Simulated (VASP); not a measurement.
# Te5Mo (P4/mmm) in VASP: further runs, part 2 of 2

VASP 6.6.1. Earlier steps stand in the parts before.

**5. Relaxation of cell and atoms, PBE**

This run uses another cell than the first one, of 34.04 Å³/atom.

Contents of INCAR:

```
PREC     = Accurate       # precision mode
ENCUT    = 600            # plane-wave cutoff, eV
EDIFF    = 1E-6           # SCF threshold, eV
ISMEAR   = 0              # smearing method
SIGMA    = 0.1            # smearing width, eV
LREAL    = False          # projectors in reciprocal space
LASPH    = True           # aspherical terms in the spheres
NELM     = 80             # most SCF steps
ALGO     = Normal         # electronic algorithm
ISIF     = 3              # what is computed and relaxed
LWAVE    = False          # write WAVECAR
LCHARG   = False          # write CHGCAR
GGA      = PE             # functional
IBRION   = 2              # ionic algorithm
NSW      = 90             # ionic steps
EDIFFG   = -0.04          # ionic threshold
```

Contents of KPOINTS:

```
Automatic mesh
0
Gamma
  2 2 6
```

Contents of POSCAR:

```
Te5Mo
1.0
    7.6013864728      0.0000000000      0.0000000000
    0.0000000000      7.6013864728      0.0000000000
    0.0000000000      0.0000000000      3.5346723038
Te Mo
5 1
Direct
    0.2880312284      0.0000000000      0.5000000000
    0.7119687716      0.0000000000      0.5000000000
    0.0000000000      0.2880312284      0.5000000000
    0.0000000000      0.7119687716      0.5000000000
    0.5000000000      0.5000000000      0.5000000000
    0.0000000000      0.0000000000      0.0000000000
```

Potentials or basis: VASP PAW PBE potentials, release 64 (Te, Mo_sv).

Command:

```bash
$ cat potpaw_PBE.64/Te/POTCAR potpaw_PBE.64/Mo_sv/POTCAR > POTCAR
$ mpirun -np 1 vasp_std > vasp.out
```

OUTCAR:

```text
PREC = Accurate
   ENCUT = 600
   EDIFF = 1E-6
   ISMEAR = 0
   LREAL = False
   LASPH = True
   NELM = 80
   ISIF = 3
   GGA = PE
   IBRION = 2
   NSW = 90
   EDIFFG = -0.04

 ion  position               nearest neighbor table
   1  0.288  0.000  0.500-   6 2.81   6 2.81   3 3.10   4 3.10   2 3.22
   2  0.712  0.000  0.500-   6 2.81   6 2.81   3 3.10   4 3.10   1 3.22
   3  0.000  0.288  0.500-   6 2.81   6 2.81   1 3.10   2 3.10   4 3.22
   4  0.000  0.712  0.500-   6 2.81   6 2.81   1 3.10   2 3.10   3 3.22
   5  0.500  0.500  0.500-
   6  0.000  0.000  0.000-   1 2.81   2 2.81   3 2.81   4 2.81   1 2.81   2 2.81   3 2.81   4 2.81

  LATTYP: Found a simple tetragonal cell.
 ALAT       =     7.6013864728
 C/A-ratio  =     0.4650036301

  Lattice vectors:

 A1 = (   7.6013864728,   0.0000000000,   0.0000000000)
 A2 = (   0.0000000000,   7.6013864728,   0.0000000000)
 A3 = (   0.0000000000,   0.0000000000,   3.5346723038)

Analysis of symmetry for initial positions (statically):
=====================================================================
 Subroutine PRICEL returns:
 Original cell was already a primitive cell.

 Routine SETGRP: Setting up the symmetry group for a
 simple tetragonal supercell.

 Subroutine GETGRP returns: Found 16 space group operations
 (whereof 16 operations were pure point group operations)
 out of a pool of 16 trial point group operations.

The static configuration has the point symmetry D_4h.

Analysis of symmetry for dynamics (positions and initial velocities):
=====================================================================
 Subroutine PRICEL returns:
 Original cell was already a primitive cell.

 Routine SETGRP: Setting up the symmetry group for a
 simple tetragonal supercell.

 Subroutine GETGRP returns: Found 16 space group operations
 (whereof 16 operations were pure point group operations)
 out of a pool of 16 trial point group operations.

The dynamic configuration has the point symmetry D_4h.

 Subroutine INISYM returns: Found 16 space group operations
 (whereof 16 operations are pure point group operations),
 and found     1 'primitive' translations

----------------------------------------------------------------------------------------

                                     Primitive cell

  volume of cell :     204.2372

  direct lattice vectors                    reciprocal lattice vectors
     7.601386473  0.000000000  0.000000000     0.131554948  0.000000000  0.000000000
     0.000000000  7.601386473  0.000000000     0.000000000  0.131554948  0.000000000
     0.000000000  0.000000000  3.534672304     0.000000000  0.000000000  0.282911657

  length of vectors
     7.601386473  7.601386473  3.534672304     0.131554948  0.131554948  0.282911657

  position of ions in fractional coordinates (direct lattice)
     0.288031228  0.000000000  0.500000000
     0.711968772  0.000000000  0.500000000
     0.000000000  0.288031228  0.500000000
     0.000000000  0.711968772  0.500000000
     0.500000000  0.500000000  0.500000000
     0.000000000  0.000000000  0.000000000

  ion indices of the primitive-cell ions
   primitive index   ion index
                 1           1
                 2           2
                 3           3
                 4           4
                 5           5
                 6           6

----------------------------------------------------------------------------------------

 KPOINTS: Automatic mesh

Automatic generation of k-mesh.
 Grid dimensions read from file:
 generate k-points for:    2    2    6

 Generating k-lattice:

  Cartesian coordinates                     Fractional coordinates (reciprocal lattice)
     0.065777474  0.000000000  0.000000000     0.500000000  0.000000000  0.000000000
     0.000000000  0.065777474  0.000000000     0.000000000  0.500000000  0.000000000
     0.000000000  0.000000000  0.047151943     0.000000000  0.000000000  0.166666667

  Length of vectors
     0.065777474  0.065777474  0.047151943

  Shift w.r.t. Gamma in fractional coordinates (k-lattice)
     0.000000000  0.000000000  0.000000000

 Subroutine IBZKPT returns following result:
 ===========================================

 Found     12 irreducible k-points:

 Following reciprocal coordinates:
            Coordinates               Weight
  0.000000  0.000000  0.000000      1.000000
  0.500000  0.000000  0.000000      2.000000
  0.500000  0.500000  0.000000      1.000000
  0.000000  0.000000  0.166667      2.000000
  0.500000  0.000000  0.166667      4.000000
  0.500000  0.500000  0.166667      2.000000
  0.000000  0.000000  0.333333      2.000000
  0.500000  0.000000  0.333333      4.000000
  0.500000  0.500000  0.333333      2.000000
  0.000000  0.000000  0.500000      1.000000
  0.500000  0.000000  0.500000      2.000000
  0.500000  0.500000  0.500000      1.000000
   k-points           NKPTS =     12   k-points in BZ     NKDIM =     12   number of bands    NBANDS=     26
   number of dos      NEDOS =    301   number of ions     NIONS =      6
   total plane-waves  NPLWV = 114688
   dimension x,y,z NGX =    64 NGY =   64 NGZ =   28
   dimension x,y,z NGXF=   128 NGYF=  128 NGZF=   56
   ions per type =               5   1
   NGX,Y,Z   is equivalent  to a cutoff of  14.00, 14.00, 13.17 a.u.
   NGXF,Y,Z  is equivalent  to a cutoff of  27.99, 27.99, 26.34 a.u.
 SYSTEM =  unknown system
   PREC   = accura    normal or accurate (medium, high low for compatibility)
   ISTART =      0    job   : 0-new  1-cont  2-samecut
   ICHARG =      2    charge: 1-file 2-atom 10-const
   ISPIN  =      1    spin polarized calculation?
   LNONCOLLINEAR =      F non collinear calculations
   LSORBIT =      F    spin-orbit coupling
   LASPH  =      T    aspherical Exc in radial PAW
   ENCUT  =  600.0 eV  44.10 Ry    6.64 a.u.  15.18 15.18  7.06*2*pi/ulx,y,z
   NELM   =     80;   NELMIN=  2; NELMDL= -5     # of ELM steps
   EDIFF  = 0.1E-05   stopping-criterion for ELM
   LREAL  =      F    real-space projection
   EDIFFG = -.4E-01   stopping-criterion for IOM
   NSW    =     90    number of steps for IOM
   IBRION =      2    ionic relax: 0-MD 1-quasi-New 2-CG
   NFREE  =      1    steps in history (QN), initial steepest desc. (CG)
   ISIF   =      3    stress and relaxation
   ISYM   =      2    0-nonsym 1-usesym 2-fastsym
   POTIM  = 0.5000    time-step for ionic-motion
   TEBEG  =    0.0;   TEEND  =   0.0 temperature during run
   PSTRESS=    0.0 pullay stress
   NELECT =      44.0000    total number of electrons
   NUPDOWN=      -1.0000    fix difference up-down
   EMIN   =  10.00;   EMAX   =-10.00  energy-range for DOS
   EFERMI =   0.00;   METHOD = LEGACY
   ISMEAR =     0;   SIGMA  =   0.10  broadening in eV -4-tet -1-fermi 0-gaus
   EFERMI_NEDOS =   21; number of points for ismear=-14 and -15
   IALGO  =     38    algorithm
   IMIX   =      4    mixing-type and parameters
     AMIX     =   0.40;   BMIX     =  1.00
     AMIX_MAG =   1.60;   BMIX_MAG =  1.00
  volume/ion in A,a.u.               =      34.04       229.71
  Fermi-wavevector in a.u.,A,eV,Ry     =   0.981403  1.854583 13.104481  0.963152
  Thomas-Fermi vector in A             =   2.112407
   LORBIT       =      0    0 simple, 1 ext, 2 COOP (PROOUT), +10 PAW based schemes
   GGA     = PE    functional components
   LHFCALC =     F    Hartree Fock is set to
   AEXX    =    0.0000 exact exchange contribution
   IVDW    =     0    specifies the selected vdW correction
   LEPSILON=     F    determine dielectric tensor
   LRPA    =     F    only Hartree local field effects (RPA)
 conjugate gradient relaxation of ions
 non-spin polarized calculation
 Gauss-broadening in eV      SIGMA  =   0.10
  energy-cutoff  :      600.00
  volume of cell :      204.24
 maximum number of plane-waves:      6846
 NGX is ok and might be reduce to    64
   NGX = 31   NGY = 31   NGZ = 15

--------------------------------------- Ionic step        1  -------------------------------------------

 number of electron      44.0000003 magnetization

 Free energy of the ion-electron system (eV)
  ---------------------------------------------------
  ext. energy  EPLUGINS =         0.00000000
  ---------------------------------------------------
  free energy    TOTEN  =       -24.68206886 eV

  energy without entropy =      -24.64391992  energy(sigma->0) =      -24.66299439

------------------------ aborting loop because EDIFF is reached ----------------------------------------

  FORCE on cell =-STRESS in cart. coord.  units (eV):
  Direction    XX          YY          ZZ          XY          YZ          ZX
  --------------------------------------------------------------------------------------
  -------------------------------------------------------------------------------------
  Total       -0.4576630     -0.4576630     -0.8383385      0.0000000      0.0000000      0.0000000
  in kB       -3.5902242     -3.5902242     -6.5765060      0.0000000      0.0000000      0.0000000
  external PRESSURE =      -4.5856515 kB  Pullay stress =       0.0000000 kB
[... 265 lines left out ...]
  energy  without entropy=      -24.6792759638  energy(sigma->0) =      -24.69468249

--------------------------------------- Ionic step        8  -------------------------------------------

 number of electron      43.9999999 magnetization

 Free energy of the ion-electron system (eV)
  ---------------------------------------------------
  ext. energy  EPLUGINS =         0.00000000
  ---------------------------------------------------
  free energy    TOTEN  =       -24.71160743 eV

  energy without entropy =      -24.68110354  energy(sigma->0) =      -24.69635548

 E-fermi :   5.7277     XC(G=0):  -9.1046

 val. band max:        5.7251373821   @ k =   0.5000   0.5000   0.1667
 cond. band min:       5.7894050609   @ k =   0.0000   0.0000   0.3333
 fundamental gap:      0.0642676788
 Fermi energy:         5.7276783875

 k-point     1 :       0.0000    0.0000    0.0000
  band No.  band energies     occupation
      1     -55.4599      2.00000
      2     -29.6515      2.00000
      3     -29.5367      2.00000
      4     -29.5367      2.00000
      5      -7.7666      2.00000
      6      -5.8884      2.00000
[... 370 lines left out ...]
  FREE ENERGIE OF THE ION-ELECTRON SYSTEM (eV)
  ---------------------------------------------------
  free  energy   TOTEN  =       -24.7116074251 eV

  energy  without entropy=      -24.6811035387  energy(sigma->0) =      -24.69635548

 reached required accuracy - stopping structural energy minimisation
```

Run time: 14 min. Hardware: 1 thread of Intel Xeon 8259CL, shared host; peak memory 0.36 GiB.

What came out:

```yaml
Free_energy: -24.7116 eV
Relaxed_volume: 32.81 Å³/atom
Relaxed_cell: a = 7.543 Å, b = 7.543 Å, c = 3.460 Å, α = 90.00°, β = 90.00°, γ = 90.00°
Space_group_after_relaxing_to_0.1_Å: P4/mmm (No. 123)
Energy_gained_by_relaxing: 4.9 meV/atom
Ionic_steps: 8
Pressure_after_relaxing: 0.0 GPa
Largest_force_after_relaxing: 0.010 eV/Å
Band_gap_on_the_k_mesh: zero (bands 22 and 23 overlap by 1.04 eV)
```

Forces in eV/Å, atoms in the order of the input:
```
Te  -0.010  0.000  0.000
Te   0.010  0.000  0.000
Te   0.000 -0.010  0.000
Te   0.000  0.010  0.000
Te   0.000  0.000  0.000
Mo   0.000  0.000  0.000
```

Stress tensor (GPa, compression positive):
```
 0.09  0.00  0.00
 0.00  0.09  0.00
 0.00  0.00 -0.15
```

Step by step:
```csv
step,energy change (eV),largest force (eV/Å),pressure (GPa),volume (Å³)
1,0.0000,0.1765,-0.46,204.24
2,-0.0106,0.1958,0.04,201.37
3,-0.0130,0.2228,0.37,199.49
4,-0.0203,0.1344,0.07,199.29
5,-0.0260,0.0300,-0.42,198.93
6,-0.0279,0.1058,-0.23,197.18
7,-0.0280,0.0890,-0.24,197.50
8,-0.0295,0.0098,0.01,196.83
```

Final structure:
```
Te Mo
1.0
     7.54288    0.00000    0.00000
     0.00000    7.54288    0.00000
     0.00000    0.00000    3.45961
Te Mo
5 1
Direct
  0.29458 0.00000 0.50000
  0.70542 0.00000 0.50000
  0.00000 0.29458 0.50000
  0.00000 0.70542 0.50000
  0.50000 0.50000 0.50000
  0.00000 0.00000 0.00000
```

Levels at points of the mesh, in eV from the Fermi level:
| k point | band 20 | band 21 | band 22 | band 23 | band 24 | band 25 |
| --- | --- | --- | --- | --- | --- | --- |
| (0.00, 0.00, 0.00) | -0.35 | 0.52 | 0.63 | 0.63 | 1.03 | 1.12 |
| (0.50, 0.00, 0.00) | -0.90 | -0.14 | 0.22 | 0.38 | 0.81 | 1.61 |
| (0.50, 0.50, 0.00) | -0.76 | -0.20 | -0.20 | 0.12 | 0.19 | 1.87 |
| (0.00, 0.00, 0.50) | -1.84 | -1.07 | -1.07 | 0.47 | 0.68 | 0.68 |
| (0.50, 0.00, 0.50) | -1.09 | -0.43 | -0.26 | -0.26 | 0.60 | 1.09 |
| (0.50, 0.50, 0.50) | -1.00 | -1.00 | 0.21 | 0.41 | 0.41 | 0.94 |

Caveat: the k points lie up to 0.42 Å⁻¹ apart in the final cell, too coarse for converged energies and pressures of a metal; spin-orbit coupling is left out, which moves the levels of the heavy elements.

**6. Single point, PBE, collinear spin**

Contents of INCAR:

```
SYSTEM = Te5Mo
PREC = Accurate ; ENCUT = 520
EDIFF = 1E-7 ; ISMEAR = 0
SIGMA = 0.1 ; LREAL = .False.
LASPH = .True. ; NELM = 150
ALGO = Normal ; ISIF = 2
LWAVE = .False. ; LCHARG = .False.
ISPIN = 2 ; MAGMOM = 0 0 0 0 0 1
LORBIT = 11 ; LMAXMIX = 4
GGA = PE ; NBANDS = 35
```

Contents of KPOINTS:

```
Automatic mesh
0
Gamma
  2 2 6
  0 0 0
```

Contents of POSCAR:

```
Te5Mo
1.0
    7.5648282488      0.0000000000      0.0000000000
    0.0000000000      7.5648282488      0.0000000000
    0.0000000000      0.0000000000      3.4371207317
Te Mo
5 1
Direct
    0.2944079174      0.0000000000      0.5000000000
    0.7055920826      0.0000000000      0.5000000000
    0.0000000000      0.2944079174      0.5000000000
    0.0000000000      0.7055920826      0.5000000000
    0.5000000000      0.5000000000      0.5000000000
    0.0000000000      0.0000000000      0.0000000000
```

Potentials or basis: VASP PAW PBE potentials, release 64 (Te, Mo_sv).

Command:

```bash
$ cat potpaw_PBE.64/Te/POTCAR potpaw_PBE.64/Mo_sv/POTCAR > POTCAR
$ mpirun -np 1 vasp_std > vasp.out
```

OUTCAR:

```text
SYSTEM = Te5Mo
   PREC = Accurate
   ENCUT = 520
   EDIFF = 1E-7
   ISMEAR = 0
   LREAL = .False.
   LASPH = .True.
   NELM = 150
   ISIF = 2
   ISPIN = 2
   LORBIT = 11
   GGA = PE

 ion  position               nearest neighbor table
   1  0.294  0.000  0.500-   6 2.81   6 2.81   2 3.11   3 3.15   4 3.15
   2  0.706  0.000  0.500-   6 2.81   6 2.81   1 3.11   3 3.15   4 3.15
   3  0.000  0.294  0.500-   6 2.81   6 2.81   4 3.11   2 3.15   1 3.15
   4  0.000  0.706  0.500-   6 2.81   6 2.81   3 3.11   2 3.15   1 3.15
   5  0.500  0.500  0.500-
   6  0.000  0.000  0.000-   1 2.81   2 2.81   3 2.81   4 2.81   1 2.81   2 2.81   3 2.81   4 2.81

  LATTYP: Found a simple tetragonal cell.
 ALAT       =     7.5648282488
 C/A-ratio  =     0.4543554220

  Lattice vectors:

 A1 = (   7.5648282488,   0.0000000000,   0.0000000000)
 A2 = (   0.0000000000,   7.5648282488,   0.0000000000)
 A3 = (   0.0000000000,   0.0000000000,   3.4371207317)

Analysis of symmetry for initial positions (statically):
[... 1090 lines left out ...]
  -------------------------------------------------------------------------------------
  Total        0.1794018      0.1794018     -0.1142958      0.0000000      0.0000000      0.0000000
  in kB        1.4613170      1.4613170     -0.9309961      0.0000000      0.0000000      0.0000000
  external PRESSURE =       0.6638793 kB  Pullay stress =       0.0000000 kB

 VOLUME and BASIS-vectors are now :
 -----------------------------------------------------------------------------
  energy-cutoff  :      520.00
  volume of cell :      196.69
      direct lattice vectors                 reciprocal lattice vectors
     7.564828249  0.000000000  0.000000000     0.132190708  0.000000000  0.000000000
     0.000000000  7.564828249  0.000000000     0.000000000  0.132190708  0.000000000
     0.000000000  0.000000000  3.437120732     0.000000000  0.000000000  0.290941191

 POSITION                                       TOTAL-FORCE (eV/Angst)
 -----------------------------------------------------------------------------------
      2.22715      0.00000      1.71856         0.016918      0.000000     -0.000000
      5.33768      0.00000      1.71856        -0.016918      0.000000      0.000000
      0.00000      2.22715      1.71856        -0.000000      0.016918     -0.000000
      0.00000      5.33768      1.71856         0.000000     -0.016918     -0.000000
      3.78241      3.78241      1.71856        -0.000000      0.000000      0.000000
      0.00000      0.00000      0.00000        -0.000000      0.000000      0.000000
 -----------------------------------------------------------------------------------
    total drift:                               -0.000000      0.000000     -0.000000

  FREE ENERGIE OF THE ION-ELECTRON SYSTEM (eV)
  ---------------------------------------------------
  free  energy   TOTEN  =       -24.7123953298 eV

  energy  without entropy=      -24.6819470433  energy(sigma->0) =      -24.69717119

 total charge

# of ion       s       p       d       tot
------------------------------------------
    1        1.429   1.834   0.057   3.320
    2        1.429   1.834   0.057   3.320
    3        1.429   1.834   0.057   3.320
    4        1.429   1.834   0.057   3.320
    5        1.415   1.767   0.010   3.192
    6        2.251   6.122   4.018  12.390
--------------------------------------------------
tot          9.382  15.224   4.255  28.861

 magnetization (x)

# of ion       s       p       d       tot
------------------------------------------
    1        0.000   0.000  -0.000   0.000
    2        0.000   0.000  -0.000   0.000
    3        0.000   0.000  -0.000   0.000
    4        0.000   0.000  -0.000   0.000
    5       -0.000  -0.000  -0.000  -0.000
    6       -0.000  -0.000  -0.002  -0.002
--------------------------------------------------
tot         -0.000  -0.000  -0.002  -0.002
```

Run time: 13 min. Hardware: 1 thread of Intel Xeon 8259CL, shared host; peak memory 0.38 GiB.

Results:

```
Free energy                                           : -24.7124 eV
Pressure                                              : 0.1 GPa
Largest force                                         : 0.017 eV/Å
Band gap on the k mesh                                : zero (filled and empty bands overlap)
Net moment                                            : 0.00 μB per cell
Valence electrons inside the program's atomic spheres : Te 3.32, 3.19 (each value once); Mo 12.39
```

Forces in eV/Å, atoms in the order of the input:
```
Te   0.017  0.000  0.000
Te  -0.017  0.000  0.000
Te   0.000  0.017  0.000
Te   0.000 -0.017  0.000
Te   0.000  0.000  0.000
Mo   0.000  0.000  0.000
```

Stress tensor (GPa, compression positive):
```
 0.15  0.00  0.00
 0.00  0.15  0.00
 0.00  0.00 -0.09
```

Caveat: the k points lie up to 0.42 Å⁻¹ apart, too coarse for converged energies and pressures of a metal; spin-orbit coupling is left out, which moves the levels of the heavy elements.

**7. Overview**

```csv
task,spin,cell,k mesh,cutoff (eV),gap on the mesh (eV),pressure (GPa),largest force (eV/Å)
single point,off,"a = 7.565, b = 7.565, c = 3.437 Å, 6 atoms, atomic positions A",2 × 2 × 6,520,none,0.1,0.02
single point,off,"a = 4.970, b = 4.970, c = 5.597 Å, 6 atoms, atomic positions B",4 × 4 × 4,520,none,216.5,106.87
single point,off,"a = 7.601, b = 7.601, c = 3.535 Å, 6 atoms, atomic positions C",4 × 4 × 4,520,none,0.0,0.01
relaxation of cell and atoms,off,"relaxed from a = 7.601, b = 7.601, c = 3.535 Å, 6 atoms, atomic positions C",2 × 2 × 6,600,none,0.0,0.01
single point,collinear,"a = 7.565, b = 7.565, c = 3.437 Å, 6 atoms, atomic positions A",2 × 2 × 6,520,none,0.1,0.02
```

Alike in all rows: level PBE; potentials or basis VASP PAW PBE potentials, release 64 (Te, Mo_sv); smearing gaussian 0.1 eV.

Caveats: some runs use coarse meshes; spin-orbit coupling is left out, which moves the levels of the heavy elements; atoms lie so close that the PAW spheres overlap strongly, which falsifies energies and pressures (at least some runs); the stress differs along the axes, from -13 to 331 GPa (at least some runs); forces of over 1 eV/Å act on the atoms, so gaps and moduli don't describe the material at rest (at least some runs).

Absolute energies hang on the potentials; compare differences alone.

The gap in the log of VASP goes by the Fermi energy; the results here count the filled bands.